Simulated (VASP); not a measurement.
# NiO (Fm-3m) in VASP: further runs, part 2 of 2

VASP 6.6.1.

## Step 3: Single point, r2SCAN, collinear spin, ferromagnetic start

Contents of POSCAR:

```
NiO
1.0
    0.0000000000      2.0850000000      2.0850000000
    2.0850000000      0.0000000000      2.0850000000
    2.0850000000      2.0850000000      0.0000000000
Ni O
1 1
Direct
    0.0000000000      0.0000000000      0.0000000000
    0.5000000000      0.5000000000      0.5000000000
```

Contents of INCAR.step1:

```
SYSTEM = NiO
ALGO = Normal ; EDIFF = 1E-5
ENCUT = 660 ; GGA = PE
GGA_COMPAT = .FALSE. ; ISMEAR = -1
ISPIN = 2 ; LASPH = .TRUE.
LCHARG = .FALSE. ; LMAXMIX = 4
LREAL = .FALSE. ; LWAVE = .TRUE.
MAGMOM = 2 0 ; NBANDS = 19
NELM = 200 ; PREC = Accurate
SIGMA = 0.1
```

Contents of INCAR.step2:

```
SYSTEM = NiO
ALGO = Normal ; EDIFF = 1E-6
ENCUT = 660 ; GGA_COMPAT = .FALSE.
ISIF = 2 ; ISMEAR = -1
ISPIN = 2 ; ISTART = 1
LASPH = .TRUE. ; LCHARG = .TRUE.
LELF = .TRUE. ; LMAXMIX = 4
LMIXTAU = .TRUE. ; LORBIT = 11
LREAL = .FALSE. ; LVHAR = .TRUE.
LWAVE = .FALSE. ; MAGMOM = 2 0
METAGGA = R2SCAN ; NBANDS = 19
NELM = 200 ; PREC = Accurate
SIGMA = 0.1
```

Contents of KPOINTS:

```
k-points
0
G
  4 4 4
  0 0 0
```

Potentials or basis: VASP PAW PBE potentials, release 64 (Ni, O).

Run with:

```console
$ cat potpaw_PBE.64/Ni/POTCAR potpaw_PBE.64/O/POTCAR > POTCAR
$ cp INCAR.step1 INCAR
$ mpirun -np 1 vasp_std > vasp.out
$ cp INCAR.step2 INCAR
$ mpirun -np 1 vasp_std > vasp.out
```

OUTCAR:

```text
SYSTEM = NiO
   EDIFF = 1E-6
   ENCUT = 660
   ISIF = 2
   ISMEAR = -1
   ISPIN = 2
   ISTART = 1
   LASPH = .TRUE.
   LORBIT = 11
   LREAL = .FALSE.
   METAGGA = R2SCAN
   NELM = 200
   PREC = Accurate

 ion  position               nearest neighbor table
   1  0.000  0.000  0.000-   2 2.08   2 2.08   2 2.08   2 2.08   2 2.08   2 2.08
   2  0.500  0.500  0.500-   1 2.08   1 2.08   1 2.08   1 2.08   1 2.08   1 2.08

  LATTYP: Found a face centered cubic cell.
 ALAT       =     4.1700000000

  Lattice vectors:

 A1 = (   0.0000000000,   2.0850000000,   2.0850000000)
 A2 = (   2.0850000000,   0.0000000000,   2.0850000000)
 A3 = (   2.0850000000,   2.0850000000,   0.0000000000)

Analysis of symmetry for initial positions (statically):
=====================================================================
 Subroutine PRICEL returns:
 Original cell was already a primitive cell.

 Routine SETGRP: Setting up the symmetry group for a
 face centered cubic supercell.

 Subroutine GETGRP returns: Found 48 space group operations
 (whereof 48 operations were pure point group operations)
 out of a pool of 48 trial point group operations.

The static configuration has the point symmetry O_h .

Analysis of symmetry for dynamics (positions and initial velocities):
=====================================================================
 Subroutine PRICEL returns:
 Original cell was already a primitive cell.

 Routine SETGRP: Setting up the symmetry group for a
 face centered cubic supercell.

 Subroutine GETGRP returns: Found 48 space group operations
 (whereof 48 operations were pure point group operations)
 out of a pool of 48 trial point group operations.

The dynamic configuration has the point symmetry O_h .

Analysis of structural, dynamic, and magnetic symmetry:
=====================================================================
 Subroutine PRICEL returns:
 Original cell was already a primitive cell.

[... 132 lines left out ...]
  ext. energy  EPLUGINS =         0.00000000
  ---------------------------------------------------
  free energy    TOTEN  =       -20.10377165 eV

  energy without entropy =      -20.10130601  energy(sigma->0) =      -20.10253883

 E-fermi :   8.0192     XC(G=0): -13.4360

 val. band max:        7.6074533974   @ k =   0.5000   0.0000   0.0000
 cond. band min:       8.2931053762   @ k =   0.0000   0.0000   0.0000
 fundamental gap:      0.6856519789
 Fermi energy:         8.0191628377

 spin component 1

 k-point     1 :       0.0000    0.0000    0.0000
  band No.  band energies     occupation
      1     -13.5409      1.00000
      2       3.5940      1.00000
      3       3.5941      1.00000
      4       4.4776      1.00000
      5       4.4777      1.00000
      6       4.4777      1.00000
[... 152 lines left out ...]
      5       4.3364      1.00000
      6       5.2969      1.00000
[... 11 lines left out ...]
     18      41.5042      0.00000
     19      44.9687      0.00000
 Fermi energy:         8.0191628377

 spin component 2

 k-point     1 :       0.0000    0.0000    0.0000
  band No.  band energies     occupation
      1     -13.0118      1.00000
      2       5.3575      1.00000
      3       5.3578      1.00000
      4       5.3579      1.00000
      5       5.4642      1.00000
      6       5.4643      1.00000
[... 153 lines left out ...]
      6       6.2005      1.00000
[... 11 lines left out ...]
     18      41.7282      0.00000
     19      45.6639      0.00000

------------------------ aborting loop because EDIFF is reached ----------------------------------------

  FORCE on cell =-STRESS in cart. coord.  units (eV):
  Direction    XX          YY          ZZ          XY          YZ          ZX
  --------------------------------------------------------------------------------------
  -------------------------------------------------------------------------------------
  Total        0.2916841      0.2916841      0.2916841      0.0000000     -0.0000000     -0.0000000
  in kB       25.7795382     25.7795382     25.7795382      0.0000000     -0.0000000     -0.0000000
  external PRESSURE =      25.7795382 kB  Pullay stress =       0.0000000 kB

 VOLUME and BASIS-vectors are now :
 -----------------------------------------------------------------------------
  energy-cutoff  :      660.00
  volume of cell :       18.13
      direct lattice vectors                 reciprocal lattice vectors
     0.000000000  2.085000000  2.085000000    -0.239808153  0.239808153  0.239808153
     2.085000000  0.000000000  2.085000000     0.239808153 -0.239808153  0.239808153
     2.085000000  2.085000000  0.000000000     0.239808153  0.239808153 -0.239808153

 POSITION                                       TOTAL-FORCE (eV/Angst)
 -----------------------------------------------------------------------------------
      0.00000      0.00000      0.00000        -0.000000      0.000000     -0.000000
      2.08500      2.08500      2.08500         0.000000     -0.000000      0.000000
 -----------------------------------------------------------------------------------
    total drift:                                0.000000      0.000000      0.000000

  FREE ENERGIE OF THE ION-ELECTRON SYSTEM (eV)
  ---------------------------------------------------
  free  energy   TOTEN  =       -20.1037716498 eV

  energy  without entropy=      -20.1013060100  energy(sigma->0) =      -20.10253883

 total charge

# of ion       s       p       d       tot
------------------------------------------
    1        0.337   0.423   8.176   8.936
    2        1.550   3.504   0.000   5.054
--------------------------------------------------
tot          1.886   3.928   8.176  13.990

 magnetization (x)

# of ion       s       p       d       tot
------------------------------------------
    1        0.011   0.011   1.668   1.690
    2        0.028   0.247   0.000   0.276
--------------------------------------------------
tot          0.039   0.258   1.668   1.965
```

OUTCAR.step1:

```text
SYSTEM = NiO
   EDIFF = 1E-5
   ENCUT = 660
   GGA = PE
   ISMEAR = -1
   ISPIN = 2
   LASPH = .TRUE.
   LREAL = .FALSE.
[... 572 lines left out ...]
      0.00000      0.00000      0.00000         0.000000     -0.000000     -0.000000
      2.08500      2.08500      2.08500        -0.000000      0.000000      0.000000
 -----------------------------------------------------------------------------------
    total drift:                                0.000000      0.000000      0.000000

  FREE ENERGIE OF THE ION-ELECTRON SYSTEM (eV)
  ---------------------------------------------------
  free  energy   TOTEN  =       -11.5537459123 eV

  energy  without entropy=      -11.5227144244  energy(sigma->0) =      -11.53823017
```

Run time: 53 s. Hardware: 1 thread of Intel Xeon Platinum 8259CL at 2.50GHz (Skylake/Cascade Lake), shared host; peak memory 0.18 GiB.

What came out:

```yaml
Free_energy: -20.1038 eV
Pressure: 2.6 GPa
Band_gap_on_the_k_mesh: 0.69 eV, indirect (least direct gap 1.73 eV)
Net_moment: 2.00 μB per cell
Site_moments: Ni +1.69; O +0.28 μB
Valence_electrons_inside_the_program's_atomic_spheres: Ni 8.94; O 5.05
```

Caveat: the k points lie up to 0.65 Å⁻¹ apart; the PAW data sets were made with another functional, which shifts forces and pressure a little; a cell with one magnetic atom can't hold antiferromagnetic order, which such compounds often take. A k mesh can miss the band edges.
